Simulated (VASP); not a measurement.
# Nb (Im-3m) in VASP: further runs

Nb is run at these levels: LDA; tasks: single point.

Everything below comes from runs of VASP 6.6.1. Logs are shortened: lines on timing, memory, paths and dates and some standing lists are left out, and cuts for length are marked.

### Step 1. The cell of the first run

The structure is cubic, space group Im-3m (No. 229). The conventional cell has a = 3.246 Å, b = 3.246 Å, c = 3.246 Å, α = 90.00°, β = 90.00°, γ = 90.00°. Nb (site symmetry m-3m) has 14 Nb at 2.81 to 3.25 Å within 3.7 Å.

### Step 2. Single point, LDA

INCAR reads:

```
PREC = Accurate
ENCUT = 520
EDIFF = 1E-6
ISMEAR = 1
SIGMA = 0.6
LREAL = F
LASPH = T
NELM = 100
ALGO = Normal
ISIF = 2
LWAVE = F
LCHARG = F
GGA = CA
NBANDS = 12
```

KPOINTS reads:

```
regular mesh
0
Gamma
  14 14 14
```

POSCAR reads:

```
Nb
1.0
   -1.6231103068      1.6231103068      1.6231103068
    1.6231103068     -1.6231103068      1.6231103068
    1.6231103068      1.6231103068     -1.6231103068
Nb
1
Direct
    0.0000000000      0.0000000000      0.0000000000
```

Potentials or basis: VASP PAW LDA potentials, release 64 (Nb_sv).

Command:

```console
$ cat potpaw_LDA.64/Nb_sv/POTCAR > POTCAR
$ mpirun -np 1 vasp_std > vasp.out
```

OUTCAR:

```text
PREC = Accurate
   ENCUT = 520
   EDIFF = 1E-6
   ISMEAR = 1
   LREAL = F
   LASPH = T
   NELM = 100
   ISIF = 2
   GGA = CA

 ion  position               nearest neighbor table
   1  0.000  0.000  0.000-

  LATTYP: Found a body centered cubic cell.
 ALAT       =     3.2462206136

  Lattice vectors:

 A1 = (  -1.6231103068,   1.6231103068,   1.6231103068)
 A2 = (   1.6231103068,  -1.6231103068,   1.6231103068)
 A3 = (   1.6231103068,   1.6231103068,  -1.6231103068)

Analysis of symmetry for initial positions (statically):
=====================================================================
 Subroutine PRICEL returns:
 Original cell was already a primitive cell.

 Routine SETGRP: Setting up the symmetry group for a
 body centered cubic supercell.

 Subroutine GETGRP returns: Found 48 space group operations
 (whereof 48 operations were pure point group operations)
 out of a pool of 48 trial point group operations.

The static configuration has the point symmetry O_h .

Analysis of symmetry for dynamics (positions and initial velocities):
=====================================================================
 Subroutine PRICEL returns:
 Original cell was already a primitive cell.

 Routine SETGRP: Setting up the symmetry group for a
 body centered cubic supercell.

 Subroutine GETGRP returns: Found 48 space group operations
 (whereof 48 operations were pure point group operations)
 out of a pool of 48 trial point group operations.

The dynamic configuration has the point symmetry O_h .

 Subroutine INISYM returns: Found 48 space group operations
 (whereof 48 operations are pure point group operations),
 and found     1 'primitive' translations

----------------------------------------------------------------------------------------

                                     Primitive cell

  volume of cell :      17.1043

  direct lattice vectors                    reciprocal lattice vectors
    -1.623110307  1.623110307  1.623110307     0.000000000  0.308050536  0.308050536
     1.623110307 -1.623110307  1.623110307     0.308050536  0.000000000  0.308050536
     1.623110307  1.623110307 -1.623110307     0.308050536  0.308050536  0.000000000

  length of vectors
     2.811309518  2.811309518  2.811309518     0.435649246  0.435649246  0.435649246

  position of ions in fractional coordinates (direct lattice)
     0.000000000  0.000000000  0.000000000

  ion indices of the primitive-cell ions
   primitive index   ion index
                 1           1

----------------------------------------------------------------------------------------

 KPOINTS: regular mesh

Automatic generation of k-mesh.
 Grid dimensions read from file:
 generate k-points for:   14   14   14

 Generating k-lattice:

  Cartesian coordinates                     Fractional coordinates (reciprocal lattice)
     0.000000000  0.022003610  0.022003610     0.071428571  0.000000000  0.000000000
     0.022003610  0.000000000  0.022003610     0.000000000  0.071428571  0.000000000
     0.022003610  0.022003610  0.000000000     0.000000000  0.000000000  0.071428571

  Length of vectors
     0.031117803  0.031117803  0.031117803

  Shift w.r.t. Gamma in fractional coordinates (k-lattice)
     0.000000000  0.000000000  0.000000000

 Subroutine IBZKPT returns following result:
 ===========================================

 Found    104 irreducible k-points:

 Following reciprocal coordinates:
            Coordinates               Weight
  0.000000  0.000000  0.000000      1.000000
  0.071429  0.000000  0.000000     12.000000
  0.142857  0.000000  0.000000     12.000000
  0.214286  0.000000  0.000000     12.000000
  0.285714  0.000000  0.000000     12.000000
  0.357143  0.000000  0.000000     12.000000
[... 16 lines left out ...]
  0.285714  0.285714  0.000000     24.000000
  0.357143  0.285714  0.000000     24.000000
 [... further k-points ...]
   k-points           NKPTS =    104   k-points in BZ     NKDIM =    104   number of bands    NBANDS=     12
   number of dos      NEDOS =    301   number of ions     NIONS =      1
   total plane-waves  NPLWV =  13824
   dimension x,y,z NGX =    24 NGY =   24 NGZ =   24
   dimension x,y,z NGXF=    48 NGYF=   48 NGZF=   48
   ions per type =               1
   NGX,Y,Z   is equivalent  to a cutoff of  14.19, 14.19, 14.19 a.u.
   NGXF,Y,Z  is equivalent  to a cutoff of  28.38, 28.38, 28.38 a.u.
 SYSTEM =  unknown system
   PREC   = accura    normal or accurate (medium, high low for compatibility)
   ISTART =      0    job   : 0-new  1-cont  2-samecut
   ICHARG =      2    charge: 1-file 2-atom 10-const
   ISPIN  =      1    spin polarized calculation?
   LNONCOLLINEAR =      F non collinear calculations
   LSORBIT =      F    spin-orbit coupling
   LASPH  =      T    aspherical Exc in radial PAW
   ENCUT  =  520.0 eV  38.22 Ry    6.18 a.u.   5.23  5.23  5.23*2*pi/ulx,y,z
   NELM   =    100;   NELMIN=  2; NELMDL= -5     # of ELM steps
   EDIFF  = 0.1E-05   stopping-criterion for ELM
   LREAL  =      F    real-space projection
   EDIFFG = 0.1E-04   stopping-criterion for IOM
   NSW    =      0    number of steps for IOM
   IBRION =     -1    ionic relax: 0-MD 1-quasi-New 2-CG
   NFREE  =      0    steps in history (QN), initial steepest desc. (CG)
   ISIF   =      2    stress and relaxation
   ISYM   =      2    0-nonsym 1-usesym 2-fastsym
   POTIM  = 0.5000    time-step for ionic-motion
   TEBEG  =    0.0;   TEEND  =   0.0 temperature during run
   PSTRESS=    0.0 pullay stress
   NELECT =      13.0000    total number of electrons
   NUPDOWN=      -1.0000    fix difference up-down
   EMIN   =  10.00;   EMAX   =-10.00  energy-range for DOS
   EFERMI =   0.00;   METHOD = LEGACY
   ISMEAR =     1;   SIGMA  =   0.60  broadening in eV -4-tet -1-fermi 0-gaus
   EFERMI_NEDOS =   21; number of points for ismear=-14 and -15
   IALGO  =     38    algorithm
   IMIX   =      4    mixing-type and parameters
     AMIX     =   0.40;   BMIX     =  1.00
     AMIX_MAG =   1.60;   BMIX_MAG =  1.00
  volume/ion in A,a.u.               =      17.10       115.43
  Fermi-wavevector in a.u.,A,eV,Ry     =   1.494014  2.823277 30.369251  2.232077
  Thomas-Fermi vector in A             =   2.606341
   LORBIT       =      0    0 simple, 1 ext, 2 COOP (PROOUT), +10 PAW based schemes
   GGA     = CA    functional components
   LHFCALC =     F    Hartree Fock is set to
   AEXX    =    0.0000 exact exchange contribution
   IVDW    =     0    specifies the selected vdW correction
   LEPSILON=     F    determine dielectric tensor
   LRPA    =     F    only Hartree local field effects (RPA)
 non-spin polarized calculation
 Methfessel and Paxton  Order N= 1 SIGMA  =   0.60
  energy-cutoff  :      520.00
  volume of cell :       17.10
 maximum number of plane-waves:       474
 NGX is ok and might be reduce to    24
   NGX = 11   NGY = 11   NGZ = 11

 number of electron      13.0000001 magnetization

 Free energy of the ion-electron system (eV)
  ---------------------------------------------------
  ext. energy  EPLUGINS =         0.00000000
  ---------------------------------------------------
  free energy    TOTEN  =       -11.26400594 eV

  energy without entropy =      -11.23408257  energy(sigma->0) =      -11.25403149

 E-fermi :  11.7689     XC(G=0): -12.9825

 val. band max:       11.7643033027   @ k =   0.2857   0.1429   0.1429
 cond. band min:      11.7754838994   @ k =   0.2857   0.0000   0.0000
 fundamental gap:      0.0111805966
 Fermi energy:        11.7689168540

 k-point     1 :       0.0000    0.0000    0.0000
  band No.  band energies     occupation
      1     -42.2755      2.00000
      2     -17.6018      2.00000
      3     -17.6018      2.00000
      4     -17.6018      2.00000
      5       5.7215      2.00000
      6      12.0543      0.28709
      7      12.0543      0.28709
      8      12.0543      0.28709
      9      15.1323     -0.00000
     10      15.1323     -0.00000
     11      26.1084      0.00000
     12      26.1084      0.00000

 k-point     2 :       0.0714    0.0000    0.0000
  band No.  band energies     occupation
      1     -42.2606      2.00000
      2     -17.6889      2.00000
      3     -17.6279      2.00000
      4     -17.6026      2.00000
      5       5.9459      2.00000
      6      11.9147      0.60183
      7      12.0205      0.35479
      8      12.2710      0.00225
      9      14.9179     -0.00000
     10      15.1320     -0.00000
     11      26.2970      0.00000
     12      26.4959      0.00000

 k-point     3 :       0.1429    0.0000    0.0000
  band No.  band energies     occupation
      1     -42.2186      2.00000
      2     -17.9283      2.00000
      3     -17.7004      2.00000
      4     -17.6050      2.00000
      5       6.5612      2.00000
      6      11.5492      1.57611
      7      11.8654      0.73172
      8      12.9073     -0.02196
      9      14.5660     -0.00000
     10      15.1497     -0.00000
     11      26.6960      0.00000
     12      27.5978      0.00000

 k-point     4 :       0.2143    0.0000    0.0000
  band No.  band energies     occupation
      1     -42.1574      2.00000
      2     -18.2632      2.00000
      3     -17.8035      2.00000
      4     -17.6086      2.00000
      5       7.3641      2.00000
      6      11.0750      2.06934
      7      11.6308      1.37835
      8      13.9213     -0.00000
      9      14.4994     -0.00000
     10      15.2248     -0.00000
     11      26.7230      0.00000
     12      28.5536      0.00000

 k-point     5 :       0.2857    0.0000    0.0000
  band No.  band energies     occupation
      1     -42.0885      2.00000
      2     -18.6212      2.00000
      3     -17.9156      2.00000
      4     -17.6126      2.00000
      5       7.9386      2.00000
      6      10.6060      2.01943
      7      11.7755      0.98148
      8      14.7369     -0.00000
      9      15.2331     -0.00000
     10      15.3837     -0.00000
     11      25.9073      0.00000
     12      27.7963      0.00000

 k-point     6 :       0.3571    0.0000    0.0000
  band No.  band energies     occupation
      1     -42.0257      2.00000
      2     -18.9329      2.00000
      3     -18.0149      2.00000
      4     -17.6163      2.00000
      5       8.0044      2.00000
      6      10.2234      2.00164
      7      12.6269     -0.06125
      8      15.0658     -0.00000
      9      15.6100     -0.00000
     10      16.6934     -0.00000
     11      24.7657      0.00000
     12      26.3425      0.00000

 k-point     7 :       0.4286    0.0000    0.0000
  band No.  band energies     occupation
      1     -41.9818      2.00000
      2     -19.1431      2.00000
      3     -18.0825      2.00000
      4     -17.6189      2.00000
      5       7.8553      2.00000
      6       9.9767      2.00020
      7      13.7383     -0.00004
      8      15.2467     -0.00000
      9      15.8283     -0.00000
     10      17.9935     -0.00000
     11      23.8759      0.00000
     12      25.0870      0.00000

 k-point     8 :       0.5000    0.0000    0.0000
  band No.  band energies     occupation
      1     -41.9660      2.00000
      2     -19.2171      2.00000
      3     -18.1064      2.00000
      4     -17.6198      2.00000
      5       7.7792      2.00000
      6       9.8919      2.00009
      7      14.3457     -0.00000
      8      15.2001     -0.00000
      9      15.9224     -0.00000
     10      18.5622     -0.00000
     11      23.5431     -0.00000
     12      24.5833      0.00000
[... 166 lines left out ...]
 k-point    20 :       0.2143    0.2143    0.0000
  band No.  band energies     occupation
      1     -42.0096      2.00000
      2     -18.8405      2.00000
      3     -18.1103      2.00000
      4     -17.7457      2.00000
      5       8.9750      2.00000
      6      10.3440      2.00398
      7      11.1885      2.04278
      8      14.4580     -0.00000
      9      15.9800     -0.00000
     10      17.8584     -0.00000
     11      25.4788      0.00000
     12      27.3257      0.00000

 k-point    21 :       0.2857    0.2143    0.0000
  band No.  band energies     occupation
      1     -41.9666      2.00000
      2     -18.9464      2.00000
      3     -18.2708      2.00000
      4     -17.7679      2.00000
      5       9.0390      2.00000
      6      10.2344      2.00178
      7      11.5904      1.47969
      8      14.7960     -0.00000
      9      16.0590     -0.00000
     10      19.5439     -0.00000
     11      24.3079      0.00000
     12      26.2588      0.00000

 k-point    22 :       0.3571    0.2143   -0.0000
  band No.  band energies     occupation
      1     -41.9426      2.00000
      2     -18.9926      2.00000
      3     -18.3745      2.00000
      4     -17.7774      2.00000
      5       8.9473      2.00000
      6      10.2220      2.00162
      7      11.9423      0.53290
      8      15.0372     -0.00000
      9      16.2041     -0.00000
     10      20.8405     -0.00000
     11      23.2645     -0.00000
     12      25.2899      0.00000

 k-point    23 :       0.2857    0.2857    0.0000
  band No.  band energies     occupation
      1     -41.9392      2.00000
      2     -18.9040      2.00000
      3     -18.4757      2.00000
      4     -17.7957      2.00000
      5       9.2810      2.00000
      6      10.3571      2.00435
      7      11.4077      1.84186
      8      15.1457     -0.00000
      9      16.0048     -0.00000
     10      21.3280     -0.00000
     11      23.1148     -0.00000
     12      25.2939      0.00000

 k-point    24 :       0.3571    0.2857    0.0000
  band No.  band energies     occupation
      1     -41.9294      2.00000
      2     -18.8437      2.00000
      3     -18.5959      2.00000
      4     -17.8039      2.00000
      5       9.3231      2.00000
      6      10.5299      2.01288
      7      11.2504      2.00938
      8      15.3987     -0.00000
      9      15.9324     -0.00000
     10      22.5025     -0.00000
     11      22.5134     -0.00000
     12      24.3615      0.00000

 [... further k-points ...]
[... 5 lines left out ...]
  --------------------------------------------------------------------------------------
  -------------------------------------------------------------------------------------
  Total        0.0235916      0.0235916      0.0235916      0.0000000      0.0000000      0.0000000
  in kB        2.2098584      2.2098584      2.2098584      0.0000000      0.0000000      0.0000000
  external PRESSURE =       2.2098584 kB  Pullay stress =       0.0000000 kB

 VOLUME and BASIS-vectors are now :
 -----------------------------------------------------------------------------
  energy-cutoff  :      520.00
  volume of cell :       17.10
      direct lattice vectors                 reciprocal lattice vectors
    -1.623110307  1.623110307  1.623110307     0.000000000  0.308050536  0.308050536
     1.623110307 -1.623110307  1.623110307     0.308050536  0.000000000  0.308050536
     1.623110307  1.623110307 -1.623110307     0.308050536  0.308050536  0.000000000

 POSITION                                       TOTAL-FORCE (eV/Angst)
 -----------------------------------------------------------------------------------
      0.00000      0.00000      0.00000        -0.000000      0.000000      0.000000
 -----------------------------------------------------------------------------------
    total drift:                                0.000000      0.000000     -0.000000

  FREE ENERGIE OF THE ION-ELECTRON SYSTEM (eV)
  ---------------------------------------------------
  free  energy   TOTEN  =       -11.2640059428 eV

  energy  without entropy=      -11.2340825731  energy(sigma->0) =      -11.25403149
```

Run time: 13 s. Hardware: 1 thread of Intel Xeon 6975P-C (Granite Rapids), shared host; peak memory 0.13 GiB.

Results:

```
Free energy : -11.2640 eV
Pressure    : 0.2 GPa
```

Levels at points of the mesh, in eV from the Fermi level:
| k point | band 4 | band 5 | band 6 | band 7 | band 8 | band 9 |
| --- | --- | --- | --- | --- | --- | --- |
| (0.00, 0.00, 0.00) | -29.37 | -6.05 | 0.29 | 0.29 | 0.29 | 3.36 |
| (0.50, 0.00, 0.00) | -29.39 | -3.99 | -1.88 | 2.58 | 3.43 | 4.15 |
| (0.50, 0.50, 0.50) | -30.47 | -4.08 | -4.08 | 5.95 | 5.95 | 5.95 |

### Step 3. Single point, LDA

INCAR reads:

```
PREC = Accurate
ENCUT = 520
EDIFF = 1E-6
ISMEAR = 1
SIGMA = 1.0
LREAL = False
LASPH = True
NELM = 80
ALGO = Normal
ISIF = 2
LWAVE = False
LCHARG = False
NBANDS = 12
```

KPOINTS reads:

```
Automatic mesh
0
Gamma
  14 14 14
```

POSCAR is that of step 2.

Potentials or basis: VASP PAW LDA potentials, release 64 (Nb_sv).

Command:

```console
$ cat potpaw_LDA.64/Nb_sv/POTCAR > POTCAR
$ mpirun -np 1 vasp_std > vasp.out
```

OUTCAR:

```text
PREC = Accurate
   ENCUT = 520
   EDIFF = 1E-6
   ISMEAR = 1
   LREAL = False
   LASPH = True
   NELM = 80
   ISIF = 2

 ion  position               nearest neighbor table
   1  0.000  0.000  0.000-

  LATTYP: Found a body centered cubic cell.
 ALAT       =     3.2462206136

  Lattice vectors:

 A1 = (  -1.6231103068,   1.6231103068,   1.6231103068)
 A2 = (   1.6231103068,  -1.6231103068,   1.6231103068)
 A3 = (   1.6231103068,   1.6231103068,  -1.6231103068)

Analysis of symmetry for initial positions (statically):
[... 529 lines left out ...]
      4     -17.8058      2.00000
      5       9.3226      2.00253
      6      10.5293      2.07023
      7      11.2498      1.79558
      8      15.3976     -0.00000
      9      15.9312     -0.00000
     10      22.5016     -0.00000
     11      22.5130     -0.00000
     12      24.3607     -0.00000

 [... further k-points ...]
[... 5 lines left out ...]
  --------------------------------------------------------------------------------------
  -------------------------------------------------------------------------------------
  Total        0.0116810      0.0116810      0.0116810      0.0000000      0.0000000      0.0000000
  in kB        1.0941707      1.0941707      1.0941707      0.0000000      0.0000000      0.0000000
  external PRESSURE =       1.0941707 kB  Pullay stress =       0.0000000 kB

 VOLUME and BASIS-vectors are now :
 -----------------------------------------------------------------------------
  energy-cutoff  :      520.00
  volume of cell :       17.10
      direct lattice vectors                 reciprocal lattice vectors
    -1.623110307  1.623110307  1.623110307     0.000000000  0.308050536  0.308050536
     1.623110307 -1.623110307  1.623110307     0.308050536  0.000000000  0.308050536
     1.623110307  1.623110307 -1.623110307     0.308050536  0.308050536  0.000000000

 POSITION                                       TOTAL-FORCE (eV/Angst)
 -----------------------------------------------------------------------------------
      0.00000      0.00000      0.00000         0.000000      0.000000      0.000000
 -----------------------------------------------------------------------------------
    total drift:                                0.000000      0.000000     -0.000000

  FREE ENERGIE OF THE ION-ELECTRON SYSTEM (eV)
  ---------------------------------------------------
  free  energy   TOTEN  =       -11.2825723924 eV

  energy  without entropy=      -11.2459613465  energy(sigma->0) =      -11.27036871
```

stdout:

```text
POSCAR found type information on POSCAR Nb
 POSCAR found :  1 types and       1 ions
 scaLAPACK will be used
 LDA part: xc-table for (Slater(with rela. corr.)+CA(PZ))
 , standard interpolation
 POSCAR, INCAR and KPOINTS ok, starting setup
 FFT: planning ... GRIDC
 FFT: planning ... GRID_SOFT
 FFT: planning ... GRID
 WAVECAR not read
 entering main loop
```

Run time: 12 s. Hardware: 1 thread of Intel Xeon 6975P-C (Granite Rapids), shared host; peak memory 0.13 GiB.

Results:

- Free energy: -11.2826 eV
- Pressure: 0.1 GPa
